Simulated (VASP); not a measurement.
HfC: single point with PBEsol

The system is HfC.

```
Hf C
1.0
     0.00000    2.34040    2.34040
     2.34040    0.00000    2.34040
     2.34040    2.34040    0.00000
Hf C
1 1
Direct
  0.50000 0.50000 0.50000
  0.00000 0.00000 0.00000
```

```json
{
  "Program": "VASP 6.6.1",
  "Task": "single point",
  "Functional": "PBEsol",
  "Potentials or basis": "VASP PAW PBE potentials, release 64 (Hf_pv, C)",
  "Cutoff": "600 eV",
  "k mesh": "15 × 15 × 15",
  "Occupations": "fermi-dirac, width 0.05 eV",
  "Spin": "no spin polarisation",
  "Dipole correction": "no",
  "Further INCAR settings": "ALGO = Normal; EDIFF = 1e-06; NBANDS = 14"
}
```

```yaml
Pressure: -11.4 GPa
Band_gap_on_the_k_mesh: zero (bands 7 and 8 overlap by 1.44 eV)
```

Levels at points of the mesh, in eV from the Fermi level:
```tsv
k point	band 4	band 5	band 6	band 7	band 8	band 9	band 10	band 11
(0.00, 0.00, 0.00)	-12.16	1.05	1.05	1.05	1.37	1.37	1.37	3.34
```

Run time: 74 s on 1 thread of Intel Xeon 8259CL (shared host), peak memory 0.2 GiB.

Caveat: the cell stands under tension; the PAW data sets were made with another functional, which shifts forces and pressure a little; spin-orbit coupling is left out, which moves the levels of the heavy elements.
